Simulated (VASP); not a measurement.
# Te4W (F-43m) in VASP: notebook

The runs below take Te4W through single point, with PBE.

Everything below comes from runs of VASP 6.6.1. Logs are shortened: lines on timing, memory, paths and dates and some standing lists are left out, and cuts for length are marked.

## (1) The cell of the first run

It takes space group F-43m (No. 216, cubic). Conventional cell: a = 8.469 Å, b = 8.469 Å, c = 8.469 Å, α = 90.00°, β = 90.00°, γ = 90.00°. Te (site symmetry 3m) has 6 Te at 2.72 to 3.27 Å and 3 W at 3.49 Å within 3.6 Å. Within 4.6 Å of W (site symmetry -43m) lie 12 Te at 3.49 Å.

The cell was generated, and may not be a known phase.

## (2) Single point, PBE

INCAR reads:

```
PREC     = Accurate       # precision mode
ENCUT    = 520            # plane-wave cutoff, eV
EDIFF    = 1E-7           # SCF threshold, eV
ISMEAR   = 0              # smearing method
SIGMA    = 0.1            # smearing width, eV
LREAL    = F              # projectors in reciprocal space
LASPH    = T              # aspherical terms in the spheres
NELM     = 60             # most SCF steps
ALGO     = Normal         # electronic algorithm
ISIF     = 2              # what is computed and relaxed
LWAVE    = F              # write WAVECAR
LCHARG   = T              # write CHGCAR
GGA      = PE             # functional
LELF     = T              # ELF
LVHAR    = T            
NBANDS   = 27             # bands
```

KPOINTS reads:

```
regular mesh
0
Gamma
  4 4 4
```

POSCAR reads:

```
Te4W
1.0
    0.0000000000      4.2344557500      4.2344557500
    4.2344557500      0.0000000000      4.2344557500
    4.2344557500      4.2344557500      0.0000000000
Te W
4 1
Direct
    0.6135173900      0.6135173900      0.6135173900
    0.6135173900      0.6135173900      0.1594478400
    0.6135173900      0.1594478400      0.6135173900
    0.1594478400      0.6135173900      0.6135173900
    0.2500000000      0.2500000000      0.2500000000
```

Potentials or basis: VASP PAW PBE potentials, release 64 (Te, W_sv).

Run with:

```sh
$ cat potpaw_PBE.64/Te/POTCAR potpaw_PBE.64/W_sv/POTCAR > POTCAR
$ mpirun -np 1 vasp_std > vasp.out
```

OUTCAR:

```text
PREC = Accurate
   ENCUT = 520
   EDIFF = 1E-7
   ISMEAR = 0
   LREAL = F
   LASPH = T
   NELM = 60
   ISIF = 2
   GGA = PE

 ion  position               nearest neighbor table
   1  0.614  0.614  0.614-   2 2.72   3 2.72   4 2.72   4 3.27   3 3.27   2 3.27   5 3.49   5 3.49
                             5 3.49
   2  0.614  0.614  0.159-   1 2.72   3 2.72   4 2.72   3 3.27   4 3.27   1 3.27   5 3.49   5 3.49
                             5 3.49
   3  0.614  0.159  0.614-   1 2.72   2 2.72   4 2.72   4 3.27   2 3.27   1 3.27   5 3.49   5 3.49
                             5 3.49
   4  0.159  0.614  0.614-   1 2.72   2 2.72   3 2.72   3 3.27   2 3.27   1 3.27   5 3.49   5 3.49
                             5 3.49
   5  0.250  0.250  0.250-   3 3.49   4 3.49   2 3.49   4 3.49   2 3.49   3 3.49   1 3.49   1 3.49
                             1 3.49   2 3.49   3 3.49   4 3.49

  LATTYP: Found a face centered cubic cell.
 ALAT       =     8.4689115000

  Lattice vectors:

 A1 = (   0.0000000000,   4.2344557500,   4.2344557500)
 A2 = (   4.2344557500,   0.0000000000,   4.2344557500)
 A3 = (   4.2344557500,   4.2344557500,   0.0000000000)

Analysis of symmetry for initial positions (statically):
=====================================================================
 Subroutine PRICEL returns:
 Original cell was already a primitive cell.

 Routine SETGRP: Setting up the symmetry group for a
 face centered cubic supercell.

 Subroutine GETGRP returns: Found 24 space group operations
 (whereof 24 operations were pure point group operations)
 out of a pool of 48 trial point group operations.

The static configuration has the point symmetry T_d .

Analysis of symmetry for dynamics (positions and initial velocities):
=====================================================================
 Subroutine PRICEL returns:
 Original cell was already a primitive cell.

 Routine SETGRP: Setting up the symmetry group for a
 face centered cubic supercell.

 Subroutine GETGRP returns: Found 24 space group operations
 (whereof 24 operations were pure point group operations)
 out of a pool of 48 trial point group operations.

The dynamic configuration has the point symmetry T_d .

 Subroutine INISYM returns: Found 24 space group operations
 (whereof 24 operations are pure point group operations),
 and found     1 'primitive' translations

----------------------------------------------------------------------------------------

                                     Primitive cell

  volume of cell :     151.8528

  direct lattice vectors                    reciprocal lattice vectors
     0.000000000  4.234455750  4.234455750    -0.118078929  0.118078929  0.118078929
     4.234455750  0.000000000  4.234455750     0.118078929 -0.118078929  0.118078929
     4.234455750  4.234455750  0.000000000     0.118078929  0.118078929 -0.118078929

  length of vectors
     5.988424751  5.988424751  5.988424751     0.204518704  0.204518704  0.204518704

  position of ions in fractional coordinates (direct lattice)
     0.613517390  0.613517390  0.613517390
     0.613517390  0.613517390  0.159447840
     0.613517390  0.159447840  0.613517390
     0.159447840  0.613517390  0.613517390
     0.250000000  0.250000000  0.250000000

  ion indices of the primitive-cell ions
   primitive index   ion index
                 1           1
                 2           2
                 3           3
                 4           4
                 5           5

----------------------------------------------------------------------------------------

 KPOINTS: regular mesh

Automatic generation of k-mesh.
 Grid dimensions read from file:
 generate k-points for:    4    4    4

 Generating k-lattice:

  Cartesian coordinates                     Fractional coordinates (reciprocal lattice)
    -0.029519732  0.029519732  0.029519732     0.250000000  0.000000000  0.000000000
     0.029519732 -0.029519732  0.029519732     0.000000000  0.250000000  0.000000000
     0.029519732  0.029519732 -0.029519732     0.000000000  0.000000000  0.250000000

  Length of vectors
     0.051129676  0.051129676  0.051129676

  Shift w.r.t. Gamma in fractional coordinates (k-lattice)
     0.000000000  0.000000000  0.000000000

 Subroutine IBZKPT returns following result:
 ===========================================

 Found      8 irreducible k-points:

 Following reciprocal coordinates:
            Coordinates               Weight
  0.000000  0.000000  0.000000      1.000000
  0.250000  0.000000  0.000000      8.000000
  0.500000  0.000000  0.000000      4.000000
  0.250000  0.250000  0.000000      6.000000
  0.500000  0.250000  0.000000     24.000000
 -0.250000  0.250000  0.000000     12.000000
  0.500000  0.500000  0.000000      3.000000
 -0.250000  0.500000  0.250000      6.000000
   k-points           NKPTS =      8   k-points in BZ     NKDIM =      8   number of bands    NBANDS=     27
   number of dos      NEDOS =    301   number of ions     NIONS =      5
   total plane-waves  NPLWV = 110592
   dimension x,y,z NGX =    48 NGY =   48 NGZ =   48
   dimension x,y,z NGXF=    96 NGYF=   96 NGZF=   96
   ions per type =               4   1
   NGX,Y,Z   is equivalent  to a cutoff of  13.33, 13.33, 13.33 a.u.
   NGXF,Y,Z  is equivalent  to a cutoff of  26.65, 26.65, 26.65 a.u.
 SYSTEM =  unknown system
   PREC   = accura    normal or accurate (medium, high low for compatibility)
   ISTART =      0    job   : 0-new  1-cont  2-samecut
   ICHARG =      2    charge: 1-file 2-atom 10-const
   ISPIN  =      1    spin polarized calculation?
   LNONCOLLINEAR =      F non collinear calculations
   LSORBIT =      F    spin-orbit coupling
   LASPH  =      T    aspherical Exc in radial PAW
   ENCUT  =  520.0 eV  38.22 Ry    6.18 a.u.  11.13 11.13 11.13*2*pi/ulx,y,z
   NELM   =     60;   NELMIN=  2; NELMDL= -5     # of ELM steps
   EDIFF  = 0.1E-06   stopping-criterion for ELM
   LREAL  =      F    real-space projection
   EDIFFG = 0.1E-05   stopping-criterion for IOM
   NSW    =      0    number of steps for IOM
   IBRION =     -1    ionic relax: 0-MD 1-quasi-New 2-CG
   NFREE  =      0    steps in history (QN), initial steepest desc. (CG)
   ISIF   =      2    stress and relaxation
   ISYM   =      2    0-nonsym 1-usesym 2-fastsym
   POTIM  = 0.5000    time-step for ionic-motion
   TEBEG  =    0.0;   TEEND  =   0.0 temperature during run
   PSTRESS=    0.0 pullay stress
   NELECT =      38.0000    total number of electrons
   NUPDOWN=      -1.0000    fix difference up-down
   EMIN   =  10.00;   EMAX   =-10.00  energy-range for DOS
   EFERMI =   0.00;   METHOD = LEGACY
   ISMEAR =     0;   SIGMA  =   0.10  broadening in eV -4-tet -1-fermi 0-gaus
   EFERMI_NEDOS =   21; number of points for ismear=-14 and -15
   IALGO  =     38    algorithm
   IMIX   =      4    mixing-type and parameters
     AMIX     =   0.40;   BMIX     =  1.00
     AMIX_MAG =   1.60;   BMIX_MAG =  1.00
  volume/ion in A,a.u.               =      30.37       204.95
  Fermi-wavevector in a.u.,A,eV,Ry     =   1.031641  1.949518 14.480441  1.064282
  Thomas-Fermi vector in A             =   2.165799
   LORBIT       =      0    0 simple, 1 ext, 2 COOP (PROOUT), +10 PAW based schemes
   GGA     = PE    functional components
   LHFCALC =     F    Hartree Fock is set to
   AEXX    =    0.0000 exact exchange contribution
   IVDW    =     0    specifies the selected vdW correction
   LEPSILON=     F    determine dielectric tensor
   LRPA    =     F    only Hartree local field effects (RPA)
 non-spin polarized calculation
 Gauss-broadening in eV      SIGMA  =   0.10
  energy-cutoff  :      520.00
  volume of cell :      151.85
 maximum number of plane-waves:      4128
 NGX is ok and might be reduce to    48
   NGX = 23   NGY = 23   NGZ = 23

 number of electron      38.0000000 magnetization

 Free energy of the ion-electron system (eV)
  ---------------------------------------------------
  ext. energy  EPLUGINS =         0.00000000
  ---------------------------------------------------
  free energy    TOTEN  =       -15.22385616 eV

  energy without entropy =      -15.17545087  energy(sigma->0) =      -15.19965352

 E-fermi :   7.0940     XC(G=0):  -9.4689

 val. band max:        7.0701437916   @ k =  -0.2500   0.5000   0.2500
 cond. band min:       7.1282954575   @ k =   0.5000   0.2500   0.0000
 fundamental gap:      0.0581516658
 Fermi energy:         7.0940368538

 k-point     1 :       0.0000    0.0000    0.0000
  band No.  band energies     occupation
      1     -67.2230      2.00000
      2     -31.3651      2.00000
      3     -31.3651      2.00000
      4     -31.3651      2.00000
      5      -9.0767      2.00000
      6      -3.8297      2.00000
[... 19 lines left out ...]
     26       9.2112      0.00000
     27      10.3937      0.00000

 k-point     2 :       0.2500    0.0000    0.0000
  band No.  band energies     occupation
      1     -67.2230      2.00000
      2     -31.3651      2.00000
      3     -31.3651      2.00000
      4     -31.3651      2.00000
      5      -8.9272      2.00000
      6      -4.7639      2.00000
[... 19 lines left out ...]
     26       9.9541      0.00000
     27       9.9541      0.00000

 k-point     3 :       0.5000    0.0000    0.0000
  band No.  band energies     occupation
      1     -67.2230      2.00000
      2     -31.3652      2.00000
      3     -31.3651      2.00000
      4     -31.3651      2.00000
      5      -8.7480      2.00000
      6      -5.4243      2.00000
[... 19 lines left out ...]
     26      10.2520      0.00000
     27      10.2520      0.00000

 k-point     4 :       0.2500    0.2500    0.0000
  band No.  band energies     occupation
      1     -67.2230      2.00000
      2     -31.3651      2.00000
      3     -31.3651      2.00000
      4     -31.3651      2.00000
      5      -8.8737      2.00000
      6      -4.9160      2.00000
[... 19 lines left out ...]
     26       9.7509      0.00000
     27      10.0759      0.00000

 k-point     5 :       0.5000    0.2500    0.0000
  band No.  band energies     occupation
      1     -67.2230      2.00000
      2     -31.3652      2.00000
      3     -31.3651      2.00000
      4     -31.3651      2.00000
      5      -8.6862      2.00000
      6      -5.5070      2.00000
[... 19 lines left out ...]
     26      10.0692      0.00000
     27      10.3837      0.00000

 k-point     6 :      -0.2500    0.2500    0.0000
  band No.  band energies     occupation
      1     -67.2230      2.00000
      2     -31.3652      2.00000
      3     -31.3651      2.00000
      4     -31.3651      2.00000
      5      -8.7520      2.00000
      6      -5.3276      2.00000
[... 19 lines left out ...]
     26      10.0971      0.00000
     27      10.1042      0.00000

 k-point     7 :       0.5000    0.5000    0.0000
  band No.  band energies     occupation
      1     -67.2230      2.00000
      2     -31.3652      2.00000
      3     -31.3651      2.00000
      4     -31.3651      2.00000
      5      -8.6169      2.00000
      6      -5.6846      2.00000
[... 19 lines left out ...]
     26      10.0947      0.00000
     27      10.6683      0.00000

 k-point     8 :      -0.2500    0.5000    0.2500
  band No.  band energies     occupation
      1     -67.2230      2.00000
      2     -31.3652      2.00000
      3     -31.3651      2.00000
      4     -31.3651      2.00000
      5      -8.6163      2.00000
      6      -5.6540      2.00000
[... 19 lines left out ...]
     26       9.7133      0.00000
     27      10.6061      0.00000

------------------------ aborting loop because EDIFF is reached ----------------------------------------

  FORCE on cell =-STRESS in cart. coord.  units (eV):
  Direction    XX          YY          ZZ          XY          YZ          ZX
  --------------------------------------------------------------------------------------
  -------------------------------------------------------------------------------------
  Total        9.6737689      9.6737689      9.6737689     -0.0000000      0.0000000      0.0000000
  in kB      102.0665647    102.0665647    102.0665647     -0.0000000      0.0000000      0.0000000
  external PRESSURE =     102.0665647 kB  Pullay stress =       0.0000000 kB

 VOLUME and BASIS-vectors are now :
 -----------------------------------------------------------------------------
  energy-cutoff  :      520.00
  volume of cell :      151.85
      direct lattice vectors                 reciprocal lattice vectors
     0.000000000  4.234455750  4.234455750    -0.118078929  0.118078929  0.118078929
     4.234455750  0.000000000  4.234455750     0.118078929 -0.118078929  0.118078929
     4.234455750  4.234455750  0.000000000     0.118078929  0.118078929 -0.118078929

 POSITION                                       TOTAL-FORCE (eV/Angst)
 -----------------------------------------------------------------------------------
      5.19582      5.19582      5.19582         2.814745      2.814745      2.814745
      3.27309      3.27309      5.19582        -2.814745     -2.814745      2.814745
      3.27309      5.19582      3.27309        -2.814745      2.814745     -2.814745
      5.19582      3.27309      3.27309         2.814745     -2.814745     -2.814745
      2.11723      2.11723      2.11723         0.000000      0.000000      0.000000
 -----------------------------------------------------------------------------------
    total drift:                               -0.000024     -0.000024     -0.000024

  FREE ENERGIE OF THE ION-ELECTRON SYSTEM (eV)
  ---------------------------------------------------
  free  energy   TOTEN  =       -15.2238561641 eV

  energy  without entropy=      -15.1754508690  energy(sigma->0) =      -15.19965352
```

Wall time 1.8 min (1 thread of Intel Xeon 8259CL, shared host); peak memory 0.32 GiB.

Results:

| Item | Value |
| --- | --- |
| Free energy | -15.2239 eV |
| Pressure | 10.2 GPa |
| Largest force | 4.875 eV/Å |
| Band gap on the k mesh | zero (bands 19 and 20 overlap by 0.87 eV) |

Forces in eV/Å, atoms in the order of the input:
```
Te   2.815  2.815  2.815
Te  -2.815 -2.815  2.815
Te  -2.815  2.815 -2.815
Te   2.815 -2.815 -2.815
W    0.000  0.000  0.000
```

Levels at points of the mesh, in eV from the Fermi level:
```
           k point  band 17  band 18  band 19  band 20  band 21  band 22
(0.00, 0.00, 0.00)     0.20     0.20     0.81     0.81     2.03     2.03
(0.50, 0.00, 0.00)    -1.80    -0.48     0.23     0.23     0.36     0.62
(0.50, 0.50, 0.00)    -1.69    -1.69    -0.07    -0.06    -0.06     0.30
```

Caveat: the cell stands under pressure; spin-orbit coupling is left out, which moves the levels of the heavy elements; forces of over 1 eV/Å act on the atoms, so gaps and moduli don't describe the material at rest.

## (3) Single point, PBE

This run uses another cell than the first one, of 32.86 Å³/atom.

INCAR reads:

```
PREC = Accurate
ENCUT = 520
EDIFF = 1E-7
ISMEAR = 0
SIGMA = 0.1
LREAL = F
LASPH = T
NELM = 60
ALGO = Normal
ISIF = 2
LWAVE = F
LCHARG = F
GGA = PE
NBANDS = 27
```

KPOINTS is that of step 2.

POSCAR reads:

```
Te4W
1.0
    0.0000000000      4.3473491862      4.3473491862
    4.3473491862      0.0000000000      4.3473491862
    4.3473491862      4.3473491862      0.0000000000
Te W
4 1
Direct
    0.6241875446      0.6241875446      0.6241875446
    0.6241875446      0.6241875446      0.1274373663
    0.6241875446      0.1274373663      0.6241875446
    0.1274373663      0.6241875446      0.6241875446
    0.2500000000      0.2500000000      0.2500000000
```

Potentials or basis: VASP PAW PBE potentials, release 64 (Te, W_sv).

Run with:

```sh
$ cat potpaw_PBE.64/Te/POTCAR potpaw_PBE.64/W_sv/POTCAR > POTCAR
$ mpirun -np 1 vasp_std > vasp.out
```

Run time: 1.9 min. Hardware: 1 thread of Intel Xeon 8259CL, shared host; peak memory 0.32 GiB.

It converged, with:

```yaml
Free_energy: -16.8410 eV
Pressure: 0.2 GPa
Largest_force: 0.019 eV/Å
Band_gap_on_the_k_mesh: zero (bands 19 and 20 overlap by 0.77 eV)
```

Forces on the atoms (eV/Å):
```
Te   0.011  0.011  0.011
Te  -0.011 -0.011  0.011
Te  -0.011  0.011 -0.011
Te   0.011 -0.011 -0.011
W    0.000  0.000  0.000
```

Levels at points of the mesh, in eV from the Fermi level:
| k point | band 15 | band 16 | band 17 | band 18 | band 19 | band 20 | band 21 | band 22 |
| --- | --- | --- | --- | --- | --- | --- | --- | --- |
| (0.00, 0.00, 0.00) | -1.73 | 0.17 | 0.17 | 0.17 | 0.74 | 0.74 | 1.65 | 1.65 |
| (0.50, 0.00, 0.00) | -2.45 | -2.24 | -2.24 | -0.46 | 0.03 | 0.03 | 0.06 | 0.62 |
| (0.50, 0.50, 0.00) | -2.55 | -2.32 | -2.32 | -1.86 | -0.08 | -0.03 | -0.03 | 0.25 |

Caveat: spin-orbit coupling is left out, which moves the levels of the heavy elements.

(Part 1 of 2 ends here.)

The gap in the log of VASP goes by the Fermi energy; the results here count the filled bands.